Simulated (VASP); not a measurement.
Set up this calculation in VASP 6.6.1, as the native input.

```
Task                   : electric field gradients
Functional             : PBEsol
Potentials or basis    : VASP PAW PBE potentials, release 64 (Sn_d, O)
Cutoff                 : 520 eV
k mesh                 : 8 × 8 × 6
Occupations            : fermi-dirac, width 0.01 eV
Spin                   : no spin polarisation
Dipole correction      : no
Further INCAR settings : ALGO = Normal; EDIFF = 1e-08; NBANDS = 28
```

The structure of SnO lies in POSCAR:

```
SnO
1.0
    3.7243863853      0.0000000000      0.0000000000
    0.0000000000      3.7243863853      0.0000000000
    0.0000000000      0.0000000000      4.7372784218
Sn O
2 2
Direct
    0.0000000000      0.5000000000      0.2385000000
    0.5000000000      0.0000000000      0.7615000000
    0.0000000000      0.0000000000      0.0000000000
    0.5000000000      0.5000000000      0.0000000000
```

One way to write it, as run:

INCAR

```
SYSTEM = SnO
PREC = Accurate ; ENCUT = 520
EDIFF = 1E-8 ; ISMEAR = -1
SIGMA = 0.01 ; LREAL = .FALSE.
LASPH = .TRUE. ; NELM = 100
ALGO = Normal ; ISIF = 2
LWAVE = .FALSE. ; LCHARG = .FALSE.
GGA = PS ; LEFG = .TRUE.
NBANDS = 28
```

KPOINTS

```
regular mesh
0
G
  8 8 6
  0 0 0
```

Potentials or basis: VASP PAW PBE potentials, release 64 (Sn_d, O).

Run with:

```console
$ cat potpaw_PBE.64/Sn_d/POTCAR potpaw_PBE.64/O/POTCAR > POTCAR
$ mpirun -np 1 vasp_std > vasp.out
```

It gave:

The pressure is 7.0 GPa, the largest force is 1.099 eV/Å and the band gap on the k mesh is zero (bands 20 and 21 overlap by 0.22 eV). The largest electric field gradient by atom is Sn -170.8; O +2.6 V/Å².

Caveat: the cell stands under pressure; semilocal functionals underestimate gaps, and a narrow one can read as zero; without QUAD_EFG the Cq values of the log hold for a quadrupole moment of 1 mb, not for the nuclei; the PAW data sets were made with another functional, which shifts forces and pressure a little; spin-orbit coupling is left out, which moves the levels of the heavy elements.

It took 3.7 min on 1 thread of Intel Xeon 8259CL (shared host), peak memory 0.23 GiB.
